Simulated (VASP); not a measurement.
# TiTe2 (P-3m1) in VASP: relaxation of shape and atoms at fixed volume with r2SCAN

Aim: the relaxation of shape and atoms at fixed volume of TiTe2 with r2SCAN.

All numbers are computed with VASP 6.6.1; they aren't measurements. Logs are shortened: lines on timing, memory, paths and dates and some standing lists are left out, and cuts for length are marked.

## 1. The cell of the first run

Symmetry: P-3m1, No. 164, trigonal system. The conventional cell has a = 3.859 Å, b = 3.859 Å, c = 6.225 Å, α = 90.00°, β = 90.00°, γ = 120.00°. Ti (site symmetry -3m) has 6 Te at 2.72 Å within 3.6 Å. Within 3.6 Å of Te (site symmetry 3m) lie 3 Ti at 2.72 Å.

## 2. Relaxation of shape and atoms at fixed volume, r2SCAN

File POSCAR:

```
TiTe2
1.0
    3.8588782842      0.0000000000      0.0000000000
   -1.9294391421      3.3418866242      0.0000000000
    0.0000000000      0.0000000000      6.2251715717
Ti Te
1 2
Direct
    0.0000000000      0.0000000000      0.0000000000
    0.3333333333      0.6666666667      0.2520000000
    0.6666666667      0.3333333333      0.7480000000
```

File INCAR.step1:

```
SYSTEM = TiTe2
  ALGO = Normal
  EDIFF = 1E-4
  ENCUT = 600
  GGA = PE
  ISMEAR = 0
  LASPH = .TRUE.
  LCHARG = .FALSE.
  LREAL = .FALSE.
  LWAVE = .TRUE.
  NELM = 100
  PREC = Accurate
  SIGMA = 0.05
```

File INCAR.step2:

```
SYSTEM = TiTe2
  ALGO = Normal
  EDIFF = 1E-6
  EDIFFG = -0.02
  ENCUT = 600
  IBRION = 2
  ISIF = 4
  ISMEAR = 0
  ISTART = 1
  LASPH = .TRUE.
  LCHARG = .FALSE.
  LMIXTAU = .TRUE.
  LREAL = .FALSE.
  LWAVE = .FALSE.
  METAGGA = R2SCAN
  NELM = 100
  NSW = 60
  PREC = Accurate
  SIGMA = 0.05
```

File KPOINTS:

```
k-points
0
G
  10 10 6
  0 0 0
```

Potentials or basis: VASP PAW PBE potentials, release 64 (Ti_sv, Te).

Started as:

```console
$ cat potpaw_PBE.64/Ti_sv/POTCAR potpaw_PBE.64/Te/POTCAR > POTCAR
$ cp INCAR.step1 INCAR
$ mpirun -np 1 vasp_std > vasp.out
$ cp INCAR.step2 INCAR
$ mpirun -np 1 vasp_std > vasp.out
```

OUTCAR:

```text
SYSTEM = TiTe2
   EDIFF = 1E-6
   EDIFFG = -0.02
   ENCUT = 600
   IBRION = 2
   ISIF = 4
   ISMEAR = 0
   ISTART = 1
   LASPH = .TRUE.
   LREAL = .FALSE.
   METAGGA = R2SCAN
   NELM = 100
   NSW = 60
   PREC = Accurate

 ion  position               nearest neighbor table
   1  0.000  0.000  0.000-   2 2.72   3 2.72   2 2.72   3 2.72   3 2.72   2 2.72
   2  0.333  0.667  0.252-   1 2.72   1 2.72   1 2.72
   3  0.667  0.333  0.748-   1 2.72   1 2.72   1 2.72

  LATTYP: Found a hexagonal cell.
 ALAT       =     3.8588782842
 C/A-ratio  =     1.6132075472

  Lattice vectors:

 A1 = (   3.8588782842,   0.0000000000,   0.0000000000)
 A2 = (  -1.9294391421,   3.3418866242,   0.0000000000)
 A3 = (   0.0000000000,   0.0000000000,   6.2251715717)

Analysis of symmetry for initial positions (statically):
=====================================================================
 Subroutine PRICEL returns:
 Original cell was already a primitive cell.

 Routine SETGRP: Setting up the symmetry group for a
 hexagonal supercell.

 Subroutine GETGRP returns: Found 12 space group operations
 (whereof 12 operations were pure point group operations)
 out of a pool of 24 trial point group operations.

The static configuration has the point symmetry D_3d.

Analysis of symmetry for dynamics (positions and initial velocities):
=====================================================================
 Subroutine PRICEL returns:
 Original cell was already a primitive cell.

 Routine SETGRP: Setting up the symmetry group for a
 hexagonal supercell.

 Subroutine GETGRP returns: Found 12 space group operations
 (whereof 12 operations were pure point group operations)
 out of a pool of 24 trial point group operations.

The dynamic configuration has the point symmetry D_3d.

 Subroutine INISYM returns: Found 12 space group operations
 (whereof 12 operations are pure point group operations),
 and found     1 'primitive' translations

----------------------------------------------------------------------------------------

                                     Primitive cell

  volume of cell :      80.2794

  direct lattice vectors                    reciprocal lattice vectors
     3.858878284  0.000000000  0.000000000     0.259142664  0.149616087  0.000000000
    -1.929439142  3.341886624  0.000000000     0.000000000  0.299232174  0.000000000
     0.000000000  0.000000000  6.225171572     0.000000000  0.000000000  0.160638143

  length of vectors
     3.858878284  3.858878284  6.225171572     0.299232174  0.299232174  0.160638143

  position of ions in fractional coordinates (direct lattice)
     0.000000000  0.000000000  0.000000000
     0.333333333  0.666666667  0.252000000
     0.666666667  0.333333333  0.748000000

  ion indices of the primitive-cell ions
   primitive index   ion index
                 1           1
                 2           2
                 3           3

----------------------------------------------------------------------------------------

 KPOINTS: k-points

Automatic generation of k-mesh.
 Grid dimensions read from file:
 generate k-points for:   10   10    6

 Generating k-lattice:

  Cartesian coordinates                     Fractional coordinates (reciprocal lattice)
     0.025914266  0.014961609  0.000000000     0.100000000  0.000000000  0.000000000
     0.000000000  0.029923217  0.000000000     0.000000000  0.100000000  0.000000000
     0.000000000  0.000000000  0.026773024     0.000000000  0.000000000  0.166666667

  Length of vectors
     0.029923217  0.029923217  0.026773024

  Shift w.r.t. Gamma in fractional coordinates (k-lattice)
     0.000000000  0.000000000  0.000000000

 Subroutine IBZKPT returns following result:
 ===========================================

 Found     72 irreducible k-points:

 Following reciprocal coordinates:
            Coordinates               Weight
  0.000000  0.000000  0.000000      1.000000
  0.100000  0.000000  0.000000      6.000000
  0.200000  0.000000  0.000000      6.000000
  0.300000 -0.000000  0.000000      6.000000
  0.400000  0.000000  0.000000      6.000000
  0.500000  0.000000  0.000000      3.000000
[... 16 lines left out ...]
  0.000000  0.400000  0.166667      6.000000
  0.500000  0.000000  0.166667      6.000000
 [... further k-points ...]
   k-points           NKPTS =     72   k-points in BZ     NKDIM =     72   number of bands    NBANDS=     16
   number of dos      NEDOS =    301   number of ions     NIONS =      3
   total plane-waves  NPLWV =  51200
   dimension x,y,z NGX =    32 NGY =   32 NGZ =   50
   dimension x,y,z NGXF=    64 NGYF=   64 NGZF=  100
   ions per type =               1   2
   NGX,Y,Z   is equivalent  to a cutoff of  13.79, 13.79, 13.35 a.u.
   NGXF,Y,Z  is equivalent  to a cutoff of  27.57, 27.57, 26.71 a.u.
 SYSTEM =  TiTe2
   PREC   = accura    normal or accurate (medium, high low for compatibility)
   ISTART =      1    job   : 0-new  1-cont  2-samecut
   ICHARG =      0    charge: 1-file 2-atom 10-const
   ISPIN  =      1    spin polarized calculation?
   LNONCOLLINEAR =      F non collinear calculations
   LSORBIT =      F    spin-orbit coupling
   LASPH  =      T    aspherical Exc in radial PAW
   ENCUT  =  600.0 eV  44.10 Ry    6.64 a.u.   7.71  7.71 12.43*2*pi/ulx,y,z
   NELM   =    100;   NELMIN=  2; NELMDL=  0     # of ELM steps
   EDIFF  = 0.1E-05   stopping-criterion for ELM
   LREAL  =      F    real-space projection
   EDIFFG = -.2E-01   stopping-criterion for IOM
   NSW    =     60    number of steps for IOM
   IBRION =      2    ionic relax: 0-MD 1-quasi-New 2-CG
   NFREE  =      1    steps in history (QN), initial steepest desc. (CG)
   ISIF   =      4    stress and relaxation
   ISYM   =      2    0-nonsym 1-usesym 2-fastsym
   POTIM  = 0.5000    time-step for ionic-motion
   TEBEG  =    0.0;   TEEND  =   0.0 temperature during run
   PSTRESS=    0.0 pullay stress
   NELECT =      24.0000    total number of electrons
   NUPDOWN=      -1.0000    fix difference up-down
   EMIN   =  10.00;   EMAX   =-10.00  energy-range for DOS
   EFERMI =   0.00;   METHOD = LEGACY
   ISMEAR =     0;   SIGMA  =   0.05  broadening in eV -4-tet -1-fermi 0-gaus
   EFERMI_NEDOS =   21; number of points for ismear=-14 and -15
   IALGO  =     38    algorithm
   IMIX   =      4    mixing-type and parameters
     AMIX     =   0.40;   BMIX     =  1.00
     AMIX_MAG =   1.60;   BMIX_MAG =  1.00
  volume/ion in A,a.u.               =      26.76       180.58
  Fermi-wavevector in a.u.,A,eV,Ry     =   1.094655  2.068598 16.303443  1.198269
  Thomas-Fermi vector in A             =   2.230964
   LORBIT       =      0    0 simple, 1 ext, 2 COOP (PROOUT), +10 PAW based schemes
   METAGGA = R2SCAN    functional components
   LHFCALC =     F    Hartree Fock is set to
   AEXX    =    0.0000 exact exchange contribution
   IVDW    =     0    specifies the selected vdW correction
   LEPSILON=     F    determine dielectric tensor
   LRPA    =     F    only Hartree local field effects (RPA)
 conjugate gradient relaxation of ions
 non-spin polarized calculation
 Gauss-broadening in eV      SIGMA  =   0.05
  energy-cutoff  :      600.00
  volume of cell :       80.28
 maximum number of plane-waves:      2719
 NGX is ok and might be reduce to    32
   NGX = 15   NGY = 15   NGZ = 25

--------------------------------------- Ionic step        1  -------------------------------------------

 number of electron      23.9999996 magnetization

 Free energy of the ion-electron system (eV)
  ---------------------------------------------------
  ext. energy  EPLUGINS =         0.00000000
  ---------------------------------------------------
  free energy    TOTEN  =       -66.17418292 eV

  energy without entropy =      -66.17341565  energy(sigma->0) =      -66.17379929

------------------------ aborting loop because EDIFF is reached ----------------------------------------

  FORCE on cell =-STRESS in cart. coord.  units (eV):
  Direction    XX          YY          ZZ          XY          YZ          ZX
  --------------------------------------------------------------------------------------
  -------------------------------------------------------------------------------------
  Total        1.1576538      1.1576538      3.4741105      0.0000000      0.0000000      0.0000000
  in kB       23.1038940     23.1038940     69.3346121      0.0000000      0.0000000      0.0000000
  external PRESSURE =      38.5141333 kB  Pullay stress =       0.0000000 kB
[... 207 lines left out ...]
  energy  without entropy=      -66.2637413930  energy(sigma->0) =      -66.26458271

--------------------------------------- Ionic step        7  -------------------------------------------

 number of electron      23.9999999 magnetization

 Free energy of the ion-electron system (eV)
  ---------------------------------------------------
  ext. energy  EPLUGINS =         0.00000000
  ---------------------------------------------------
  free energy    TOTEN  =       -66.26583395 eV

  energy without entropy =      -66.26395854  energy(sigma->0) =      -66.26489625

 E-fermi :   6.8263     XC(G=0): -10.3345

 val. band max:        6.8140093964   @ k =   0.0000   0.4000   0.1667
 cond. band min:       6.8331417919   @ k =   0.0000   0.1000   0.1667
 fundamental gap:      0.0191323955
 Fermi energy:         6.8262950431

 k-point     1 :       0.0000    0.0000    0.0000
  band No.  band energies     occupation
      1     -53.2207      2.00000
      2     -28.4334      2.00000
      3     -28.4333      2.00000
      4     -28.3949      2.00000
      5      -6.2040      2.00000
      6      -4.6195      2.00000
[... 8 lines left out ...]
     15       7.7606      0.00000
     16       9.9607      0.00000
[... 420 lines left out ...]
  band No.  band energies     occupation
      1     -53.2175      2.00000
      2     -28.4778      2.00000
      3     -28.4435      2.00000
      4     -28.3840      2.00000
      5      -4.3382      2.00000
      6      -4.1355      2.00000
[... 8 lines left out ...]
     15       8.4066      0.00000
     16       9.4907      0.00000

 [... further k-points ...]

------------------------ aborting loop because EDIFF is reached ----------------------------------------

  FORCE on cell =-STRESS in cart. coord.  units (eV):
  Direction    XX          YY          ZZ          XY          YZ          ZX
  --------------------------------------------------------------------------------------
  -------------------------------------------------------------------------------------
  Total        0.8706111      0.8706111      0.8275702     -0.0000000     -0.0000000      0.0000000
  in kB       17.3752339     17.3752339     16.5162445     -0.0000000     -0.0000000      0.0000000
  external PRESSURE =      17.0889041 kB  Pullay stress =       0.0000000 kB
[... 18 lines left out ...]
  FREE ENERGIE OF THE ION-ELECTRON SYSTEM (eV)
  ---------------------------------------------------
  free  energy   TOTEN  =       -66.2658339514 eV

  energy  without entropy=      -66.2639585412  energy(sigma->0) =      -66.26489625

 reached required accuracy - stopping structural energy minimisation
```

It took 28 min on 1 thread of Intel Xeon 6975P-C (Granite Rapids), shared host; peak memory 0.32 GiB.

What came out:

```
Free energy                  : -66.2658 eV
Energy gained by relaxing    : 30.6 meV/atom
Ionic steps                  : 7
Pressure after relaxing      : 1.7 GPa
Largest force after relaxing : 0.016 eV/Å
Band gap on the k mesh       : zero (bands 12 and 13 overlap by 0.62 eV)
```

Forces on the atoms (eV/Å):
```
Ti   0.000  0.000  0.000
Te   0.000  0.000 -0.016
Te   0.000  0.000  0.016
```

Stress tensor (GPa, compression positive):
```
1.74 0.00 0.00
0.00 1.74 0.00
0.00 0.00 1.65
```

The path:
| step | energy change (eV) | largest force (eV/Å) | pressure (GPa) | volume (Å³) |
| --- | --- | --- | --- | --- |
| 1 | 0.0000 | 0.7974 | 3.85 | 80.28 |
| 2 | -0.0808 | 0.2310 | 2.27 | 80.28 |
| 3 | -0.0908 | 0.0271 | 1.56 | 80.28 |
| 4 | -0.0908 | 0.0472 | 1.50 | 80.28 |
| 5 | -0.0908 | 0.0631 | 1.46 | 80.28 |
| 6 | -0.0912 | 0.0491 | 1.53 | 80.28 |
| 7 | -0.0917 | 0.0160 | 1.71 | 80.28 |

Final structure:
```
Ti Te
1.0
     3.77484    0.00000    0.00000
    -1.88742    3.26911    0.00000
     0.00000    0.00000    6.50544
Ti Te
1 2
Direct
  0.00000 0.00000 0.00000
  0.33333 0.66667 0.26015
  0.66667 0.33333 0.73985
```

Caveat: the PAW data sets were made with another functional, which shifts forces and pressure a little; spin-orbit coupling is left out, which moves the levels of the heavy elements.
